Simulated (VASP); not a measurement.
# Si3C (P1) in VASP: single point with r2SCAN

Aim: the single point of Si3C with r2SCAN.

All numbers are computed with VASP 6.6.1; they aren't measurements. Logs are shortened: lines on timing, memory, paths and dates and some standing lists are left out, and cuts for length are marked.

## 1. The cell of the first run

The typed cell holds 128 atoms: a = 13.843 Å, b = 13.843 Å, c = 13.843 Å, α = 60.00°, β = 60.00°, γ = 60.00°.

## 2. Single point, r2SCAN

The input, POSCAR:

```
Si3C
1.0
    0.0000000000      9.7888090000      9.7888090000
    9.7888090000      0.0000000000      9.7888090000
    9.7888090000      9.7888090000      0.0000000000
C Si
32 96
Direct
    0.0069200000      0.9995870000      0.9778910000
    0.7454690000      0.7285350000      0.7510380000
    0.0503210000      0.0499470000      0.5834430000
    0.0899200000      0.5236280000      0.5856320000
    0.2492930000      0.2658960000      0.0024680000
    0.4397230000      0.9804420000      0.3340580000
[... 120 lines left out ...]
    0.5566540000      0.3229700000      0.8046240000
    0.8041220000      0.5233290000      0.5718970000
```

The input, INCAR.step1:

```
SYSTEM = Si3C
PREC = Accurate ; ENCUT = 520
ISMEAR = -1 ; SIGMA = 0.05
LREAL = Auto ; LASPH = .TRUE.
NELM = 60 ; NBANDS = 326
GGA = PE ; ALGO = Normal
EDIFF = 1E-4 ; LWAVE = .TRUE.
LCHARG = .FALSE. ; NCORE = 4
```

The input, INCAR.step2:

```
SYSTEM = Si3C
PREC = Accurate ; ENCUT = 520
EDIFF = 1E-7 ; ISMEAR = -1
SIGMA = 0.05 ; LREAL = Auto
LASPH = .TRUE. ; NELM = 60
ALGO = Normal ; ISIF = 2
LWAVE = .FALSE. ; LCHARG = .FALSE.
METAGGA = R2SCAN ; LMIXTAU = .TRUE.
NBANDS = 326 ; ISTART = 1
NCORE = 4
```

The input, KPOINTS:

```
Automatic mesh
0
G
  1 1 1
  0 0 0
```

Potentials or basis: VASP PAW PBE potentials, release 64 (C, Si).

Run with:

```console
$ cat potpaw_PBE.64/C/POTCAR potpaw_PBE.64/Si/POTCAR > POTCAR
$ cp INCAR.step1 INCAR
$ mpirun -np 4 vasp_gam > vasp.out
$ cp INCAR.step2 INCAR
$ mpirun -np 4 vasp_gam > vasp.out
```

OUTCAR:

```text
SYSTEM = Si3C
   PREC = Accurate
   ENCUT = 520
   EDIFF = 1E-7
   ISMEAR = -1
   LREAL = Auto
   LASPH = .TRUE.
   NELM = 60
   ISIF = 2
   METAGGA = R2SCAN
   ISTART = 1

 ion  position               nearest neighbor table
   1  0.007  1.000  0.978-  23 1.51  14 1.52 117 1.95  47 2.00
   2  0.745  0.729  0.751-  32 1.50  77 1.87  60 1.93 104 1.96
   3  0.050  0.050  0.583-   8 1.52  35 1.92 107 1.94  83 2.01
   4  0.090  0.524  0.586-  27 1.64  12 1.64  89 1.97  40 2.03
   5  0.249  0.266  0.002- 116 1.86  69 1.91  93 1.96  55 1.99
   6  0.440  0.980  0.334-  21 1.57 126 1.93  70 1.93  91 1.96
   7  0.984  0.487  0.272-  72 1.93 118 1.95  99 1.97  49 2.06
   8  0.002  0.980  0.712-   3 1.52  31 1.52 100 1.91
   9  0.257  0.269  0.513-  15 1.65  50 1.91 120 1.96  95 1.98
  10  0.500  0.494  0.269- 121 1.91  51 1.97  74 2.00  96 2.03
  11  0.755  0.272  0.502-  17 1.59 123 1.90  53 2.00  98 2.16
  12  0.029  0.482  0.730-  30 1.59   4 1.64  76 2.06 104 2.12
  13  0.511  0.494  0.766-  19 1.59 127 1.97 102 1.98  56 2.01
  14  0.071  0.081  0.870-   1 1.52 112 1.90  86 1.90  47 2.08
[... 15 lines left out ...]
  30  0.066  0.343  0.797-  12 1.59  78 1.94  42 1.94 112 1.98
  31  0.062  0.848  0.766-   8 1.52  82 2.00 114 2.01  46 2.02
  32  0.623  0.722  0.808-   2 1.50  85 1.85 115 1.90
  33  0.511  0.031  0.965-  16 1.89 116 2.30  48 2.31  97 2.33  88 2.80  65 2.80
  34  0.002  0.521  0.006- 122 2.26  93 2.29  76 2.34  49 2.37
  35  0.991  0.021  0.504-   3 1.92 123 2.26 101 2.28  68 2.31  83 2.93 107 3.12
  36  0.255  0.225  0.276-  21 1.92  50 2.33  69 2.34 118 2.35  79 2.88
  37  0.507  0.478  0.999-  22 1.94  19 1.95 119 2.32  51 2.36  92 3.06
  38  0.477  0.958  0.551-  52 2.27 120 2.33  70 2.35 103 2.58  59 2.77
  39  0.755  0.243  0.264-  94 2.27  53 2.29 121 2.29  71 2.29
  40  0.004  0.482  0.536-   4 2.03  95 2.26  72 2.36 128 2.36  89 2.83
  41  0.267  0.741  0.234-  54 2.23 124 2.28  96 2.33  73 2.34
  42  0.238  0.271  0.742-  24 1.87  30 1.94  15 1.97  55 2.39 112 3.04  78 3.07  86 3.07  87 3.08
[... 73 lines left out ...]
 112  0.016  0.244  0.779-  14 1.90  30 1.98  58 2.32  95 2.33  78 2.89  86 2.94  42 3.04
 113  0.512  0.750  0.274- 126 2.32  54 2.34  74 2.38  91 2.57  97 2.58  44 3.05
 114  0.989  0.769  0.745-  31 2.01 101 2.32  76 2.33  60 2.45
 115  0.531  0.700  0.759-  32 1.90  19 1.95 103 2.40  59 2.40  92 2.69  85 3.02
 116  0.311  0.102  0.057-   5 1.86  79 2.28  33 2.30 105 2.33  69 2.86  55 3.06  93 3.13
 117  0.836  0.040  0.038-  25 1.88   1 1.95  62 2.34  81 2.36  48 2.91  75 3.02
 118  0.050  0.315  0.312-  26 1.91   7 1.95  36 2.35  83 2.36  68 3.03  53 3.07  93 3.10
 119  0.308  0.585  0.065- 106 2.25  84 2.27  37 2.32  63 2.35 111 3.10
 120  0.288  0.099  0.573-   9 1.96  86 2.31  38 2.33 107 2.52  95 2.67  50 3.05
 121  0.553  0.325  0.321-  10 1.91  39 2.29 108 2.33  87 2.34  51 3.06  96 3.12
 122  0.807  0.548  0.101-  20 1.89  34 2.26 109 2.26  64 2.31  74 3.01  99 3.12
 123  0.792  0.105  0.557-  11 1.90  35 2.26  88 2.29 110 2.34  98 2.99  53 3.09
 124  0.068  0.785  0.295-  41 2.28  61 2.38  89 2.42 111 2.43  57 2.89
 125  0.299  0.552  0.558-  27 2.01  90 2.28  43 2.33  66 2.38  96 2.84
 126  0.569  0.908  0.218-   6 1.93  48 2.32 113 2.32  44 2.40  91 2.68  70 2.83  81 3.12
 127  0.557  0.323  0.805-  13 1.97  28 1.98  80 2.33  45 2.33  56 3.05  98 3.05
 128  0.804  0.523  0.572-  29 1.96  92 2.31  67 2.32  40 2.36  56 2.68

  LATTYP: Found a face centered cubic cell.
 ALAT       =    19.5776180000

  Lattice vectors:

 A1 = (   0.0000000000,   9.7888090000,   9.7888090000)
 A2 = (   9.7888090000,   0.0000000000,   9.7888090000)
 A3 = (   9.7888090000,   9.7888090000,   0.0000000000)

Analysis of symmetry for initial positions (statically):
=====================================================================
 Subroutine PRICEL returns:
 Original cell was already a primitive cell.

 Routine SETGRP: Setting up the symmetry group for a
 face centered cubic supercell.

 Subroutine GETGRP returns: Found  1 space group operations
 (whereof  1 operations were pure point group operations)
 out of a pool of 48 trial point group operations.

The static configuration has the point symmetry C_1 .

Analysis of symmetry for dynamics (positions and initial velocities):
=====================================================================
 Subroutine PRICEL returns:
 Original cell was already a primitive cell.

 Routine SETGRP: Setting up the symmetry group for a
 face centered cubic supercell.

 Subroutine GETGRP returns: Found  1 space group operations
 (whereof  1 operations were pure point group operations)
 out of a pool of 48 trial point group operations.

The dynamic configuration has the point symmetry C_1 .

 Subroutine INISYM returns: Found  1 space group operations
 (whereof  1 operations are pure point group operations),
 and found     1 'primitive' translations

----------------------------------------------------------------------------------------

                                     Primitive cell

  volume of cell :    1875.9427

  direct lattice vectors                    reciprocal lattice vectors
     0.000000000  9.788809000  9.788809000    -0.051078737  0.051078737  0.051078737
     9.788809000  0.000000000  9.788809000     0.051078737 -0.051078737  0.051078737
     9.788809000  9.788809000  0.000000000     0.051078737  0.051078737 -0.051078737

  length of vectors
    13.843466447 13.843466447 13.843466447     0.088470968  0.088470968  0.088470968

  position of ions in fractional coordinates (direct lattice)
     0.006920000  0.999587000  0.977891000
     0.745469000  0.728535000  0.751038000
     0.050321000  0.049947000  0.583443000
     0.089920000  0.523628000  0.585632000
     0.249293000  0.265896000  0.002468000
     0.439723000  0.980442000  0.334058000
[... 120 lines left out ...]
     0.556654000  0.322970000  0.804624000
     0.804122000  0.523329000  0.571897000

  ion indices of the primitive-cell ions
   primitive index   ion index
                 1           1
                 2           2
                 3           3
                 4           4
                 5           5
                 6           6
[... 81 lines left out ...]
                88          88
                89          89
   k-points           NKPTS =      1   k-points in BZ     NKDIM =      1   number of bands    NBANDS=    326
   number of dos      NEDOS =    301   number of ions     NIONS =    128
   total plane-waves  NPLWV = ******
   dimension x,y,z NGX =   108 NGY =  108 NGZ =  108
   dimension x,y,z NGXF=   216 NGYF=  216 NGZF=  216
   ions per type =              32  96
   NGX,Y,Z   is equivalent  to a cutoff of  12.97, 12.97, 12.97 a.u.
   NGXF,Y,Z  is equivalent  to a cutoff of  25.94, 25.94, 25.94 a.u.
 SYSTEM =  Si3C
   PREC   = accura    normal or accurate (medium, high low for compatibility)
   ISTART =      1    job   : 0-new  1-cont  2-samecut
   ICHARG =      0    charge: 1-file 2-atom 10-const
   ISPIN  =      1    spin polarized calculation?
   LNONCOLLINEAR =      F non collinear calculations
   LSORBIT =      F    spin-orbit coupling
   LASPH  =      T    aspherical Exc in radial PAW
   ENCUT  =  520.0 eV  38.22 Ry    6.18 a.u.  25.74 25.74 25.74*2*pi/ulx,y,z
   NELM   =     60;   NELMIN=  2; NELMDL=  0     # of ELM steps
   EDIFF  = 0.1E-06   stopping-criterion for ELM
   LREAL  =      T    real-space projection
   EDIFFG = 0.1E-05   stopping-criterion for IOM
   NSW    =      0    number of steps for IOM
   IBRION =     -1    ionic relax: 0-MD 1-quasi-New 2-CG
   NFREE  =      0    steps in history (QN), initial steepest desc. (CG)
   ISIF   =      2    stress and relaxation
   ISYM   =      2    0-nonsym 1-usesym 2-fastsym
   POTIM  = 0.5000    time-step for ionic-motion
   TEBEG  =    0.0;   TEEND  =   0.0 temperature during run
   PSTRESS=    0.0 pullay stress
   NELECT =     512.0000    total number of electrons
   NUPDOWN=      -1.0000    fix difference up-down
   EMIN   =  10.00;   EMAX   =-10.00  energy-range for DOS
   EFERMI =   0.00;   METHOD = LEGACY
   ISMEAR =    -1;   SIGMA  =   0.05  broadening in eV -4-tet -1-fermi 0-gaus
   EFERMI_NEDOS =   21; number of points for ismear=-14 and -15
   IALGO  =     38    algorithm
   IMIX   =      4    mixing-type and parameters
     AMIX     =   0.40;   BMIX     =  1.00
     AMIX_MAG =   1.60;   BMIX_MAG =  1.00
  volume/ion in A,a.u.               =      14.66        98.90
  Fermi-wavevector in a.u.,A,eV,Ry     =   1.061920  2.006737 15.342925  1.127673
  Thomas-Fermi vector in A             =   2.197352
   LORBIT       =      0    0 simple, 1 ext, 2 COOP (PROOUT), +10 PAW based schemes
   METAGGA = R2SCAN    functional components
   LHFCALC =     F    Hartree Fock is set to
   AEXX    =    0.0000 exact exchange contribution
   IVDW    =     0    specifies the selected vdW correction
   LEPSILON=     F    determine dielectric tensor
   LRPA    =     F    only Hartree local field effects (RPA)
 non-spin polarized calculation
  energy-cutoff  :      520.00
  volume of cell :     1875.94
 maximum number of plane-waves:     25315
 NGX is ok and might be reduce to    96
   NGX = 51   NGY = 51   NGZ = 51

 number of electron     511.9999999 magnetization

 Free energy of the ion-electron system (eV)
  ---------------------------------------------------
  ext. energy  EPLUGINS =         0.00000000
  ---------------------------------------------------
  free energy    TOTEN  =     -1105.78114491 eV

  energy without entropy =    -1105.62813478  energy(sigma->0) =    -1105.70463984

 E-fermi :   7.7625     XC(G=0): -10.8527

 val. band max:        7.7220481598   @ k =   0.0000   0.0000   0.0000
 cond. band min:       7.8160397607   @ k =   0.0000   0.0000   0.0000
 fundamental gap:      0.0939916009
 Fermi energy:         7.7624939871

 k-point     1 :       0.0000    0.0000    0.0000
  band No.  band energies     occupation
      1      -9.4319      2.00000
      2      -9.2590      2.00000
      3      -9.0708      2.00000
      4      -8.7924      2.00000
      5      -8.4757      2.00000
      6      -8.3819      2.00000
[... 260 lines left out ...]
    267       8.5186      0.00000
    268       8.5492      0.00000
 [bands above 268 left out]

------------------------ aborting loop because EDIFF is reached ----------------------------------------

  FORCE on cell =-STRESS in cart. coord.  units (eV):
  Direction    XX          YY          ZZ          XY          YZ          ZX
  --------------------------------------------------------------------------------------
  -------------------------------------------------------------------------------------
  Total       11.0818260     22.4897900     14.3400143     -0.6336516     -2.4505708     11.2219227
  in kB        9.4646019     19.2077469     12.2473071     -0.5411798     -2.0929472      9.5842536
  external PRESSURE =      13.6398853 kB  Pullay stress =       0.0000000 kB

 VOLUME and BASIS-vectors are now :
 -----------------------------------------------------------------------------
  energy-cutoff  :      520.00
  volume of cell :     1875.94
      direct lattice vectors                 reciprocal lattice vectors
     0.000000000  9.788809000  9.788809000    -0.051078737  0.051078737  0.051078737
     9.788809000  0.000000000  9.788809000     0.051078737 -0.051078737  0.051078737
     9.788809000  9.788809000  0.000000000     0.051078737  0.051078737 -0.051078737

 POSITION                                       TOTAL-FORCE (eV/Angst)
 -----------------------------------------------------------------------------------
     19.35715      9.64013      9.85250         0.389719     -0.265418     -0.325993
     14.48326     14.64902     14.42874        -0.027753      0.189407      0.238573
      6.20013      6.20379      0.98150        -0.092520     -0.199051      0.238496
     10.85833      6.61285      6.00590        -0.041430     -0.460065     -0.135712
      2.62696      2.46444      5.04309        -0.062751      0.281062     -0.096988
     12.86739      7.57439     13.90172        -0.059018      0.625680      0.091122
[... 120 lines left out ...]
     11.03780     13.32529      8.61047        -0.045050      0.292858     -0.113990
     10.72096     13.46959     12.99416         0.170805     -0.058396      0.194544
 -----------------------------------------------------------------------------------
    total drift:                               -0.010925      0.022347     -0.032156

  FREE ENERGIE OF THE ION-ELECTRON SYSTEM (eV)
  ---------------------------------------------------
  free  energy   TOTEN  =     -1105.7811449067 eV

  energy  without entropy=    -1105.6281347802  energy(sigma->0) =    -1105.70463984
```

Wall time 27 min (4 MPI ranks of AMD EPYC 7R13 (Zen 3), shared host); peak memory 0.78 GiB.

What came out:

- Free energy: -1105.7811 eV
- Pressure: 1.4 GPa
- Largest force: 0.885 eV/Å

Forces in eV/Å, atoms in the order of the input:
```
C    0.390 -0.265 -0.326
C   -0.028  0.189  0.239
C   -0.093 -0.199  0.238
C   -0.041 -0.460 -0.136
C   -0.063  0.281 -0.097
C   -0.059  0.626  0.091
C    0.115  0.078 -0.056
C   -0.168 -0.260 -0.598
C   -0.219 -0.124 -0.192
C   -0.041  0.132  0.113
C   -0.097 -0.214 -0.092
C    0.588  0.098  0.248
C   -0.156 -0.431 -0.135
C    0.190  0.464  0.730
C   -0.090  0.361 -0.039
C   -0.484  0.353 -0.207
C   -0.122  0.501 -0.295
C    0.118 -0.151 -0.001
C    0.297  0.330  0.147
C    0.018 -0.025  0.089
C    0.200 -0.294 -0.252
C   -0.152 -0.019 -0.079
C   -0.374 -0.288 -0.111
C   -0.055 -0.258 -0.143
C   -0.166  0.254  0.127
C    0.009  0.131  0.121
C    0.069  0.370  0.320
C    0.322 -0.156  0.375
C    0.565 -0.123  0.392
C   -0.139  0.199 -0.090
C    0.077  0.509  0.105
C   -0.142 -0.086 -0.361
Si   0.124  0.034 -0.363
Si  -0.052  0.428 -0.256
Si  -0.134 -0.335 -0.293
Si   0.293  0.020 -0.010
Si  -0.187  0.334 -0.017
Si   0.198 -0.527  0.253
Si  -0.024 -0.094 -0.030
Si  -0.431 -0.112 -0.117
Si   0.099 -0.063 -0.067
Si  -0.021  0.246  0.101
Si  -0.144 -0.171 -0.082
Si  -0.113 -0.120  0.351
Si   0.086  0.243  0.180
Si   0.064 -0.044  0.414
Si  -0.079 -0.210  0.558
Si   0.153 -0.288 -0.241
Si  -0.245 -0.548 -0.026
Si  -0.126 -0.211 -0.168
Si   0.015 -0.219  0.164
Si   0.043  0.476  0.101
Si  -0.144 -0.018 -0.180
Si   0.239  0.411  0.044
Si   0.064 -0.343  0.123
Si   0.130  0.133  0.078
Si  -0.063 -0.038 -0.234
Si  -0.043 -0.072  0.005
Si   0.188 -0.178 -0.129
Si   0.260  0.300  0.121
Si  -0.069 -0.276 -0.149
Si   0.062  0.255  0.345
Si  -0.012  0.226  0.108
Si  -0.131 -0.241 -0.182
Si  -0.077 -0.152  0.189
Si  -0.180 -0.428 -0.056
Si   0.003  0.302 -0.183
Si  -0.238  0.209 -0.070
Si   0.053 -0.097  0.027
Si  -0.071 -0.047 -0.167
Si   0.249 -0.095  0.145
Si  -0.070  0.106 -0.001
Si   0.176  0.118  0.283
Si   0.172  0.040 -0.174
Si   0.184 -0.223 -0.128
Si  -0.092  0.493  0.362
Si  -0.163 -0.264  0.041
Si   0.038  0.196 -0.509
Si  -0.275 -0.139 -0.118
Si   0.006  0.012 -0.093
Si   0.227 -0.061  0.279
Si   0.046 -0.064  0.057
Si   0.084  0.019  0.237
Si   0.023  0.123 -0.055
Si   0.211 -0.305 -0.304
Si  -0.076 -0.165 -0.130
Si  -0.166 -0.196  0.054
Si  -0.010 -0.018  0.062
Si   0.062 -0.113  0.161
Si  -0.262 -0.154 -0.214
Si   0.252 -0.286 -0.010
Si  -0.173  0.076  0.209
Si  -0.048 -0.566  0.088
Si   0.001  0.416  0.215
Si   0.046  0.020 -0.004
Si   0.060 -0.408  0.163
Si  -0.143  0.119  0.501
Si   0.068 -0.101 -0.078
Si  -0.137 -0.018 -0.064
Si   0.043 -0.005 -0.066
Si   0.097  0.638  0.107
Si  -0.161 -0.205 -0.094
Si  -0.279  0.382 -0.026
Si   0.105 -0.233 -0.557
Si   0.157  0.031 -0.294
Si  -0.128  0.071  0.021
Si  -0.023  0.135  0.113
Si   0.259  0.000  0.136
Si  -0.436  0.304 -0.292
Si  -0.054 -0.332 -0.115
Si   0.295  0.261 -0.148
Si  -0.152 -0.017 -0.321
Si   0.090 -0.533 -0.129
Si  -0.066 -0.455  0.073
Si   0.055  0.219  0.205
Si  -0.332  0.071 -0.027
Si  -0.049 -0.031  0.094
Si   0.134  0.099 -0.117
Si   0.136  0.089 -0.185
Si   0.046 -0.171 -0.379
Si  -0.185  0.042 -0.020
Si   0.241 -0.102  0.098
Si  -0.206  0.134 -0.014
Si  -0.016  0.281  0.423
Si   0.341  0.128  0.080
Si  -0.087  0.096  0.114
Si  -0.045  0.293 -0.114
Si   0.171 -0.058  0.195
```

Caveat: the k points lie up to 0.56 Å⁻¹ apart; the PAW data sets were made with another functional, which shifts forces and pressure a little.
